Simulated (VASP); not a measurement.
Ni:

```
Ni
1.0
     0.00000    1.76726    1.76726
     1.76726    0.00000    1.76726
     1.76726    1.76726    0.00000
Ni
1
Direct
  0.00000 0.00000 0.00000
```

Base run:

```yaml
Program: VASP 6.6.1
Functional: LDA
Potentials_or_basis: VASP PAW LDA potentials, release 64 (Ni)
Cutoff: 520 eV
k_mesh: 15 × 15 × 15
Occupations: fermi-dirac, width 0.1 eV
Spin: collinear spin, ferromagnetic start
Starting_moments: "[0.94] μB"
Fixed_moment: 0.94 μB
```

Its results: pressure -16.1 GPa; site moments Ni +0.93 μB.

Question: The run is repeated on the same cell with these changes: fixed moment from 0.94 μB to 1.17 μB; moments at the start from [0.94] to [1.17]. What comes out?

Answer: Pressure -13.1 GPa; site moments Ni +1.14 μB.

Caveats: the cell stands under tension; the total moment is fixed, so each spin has its own Fermi level.
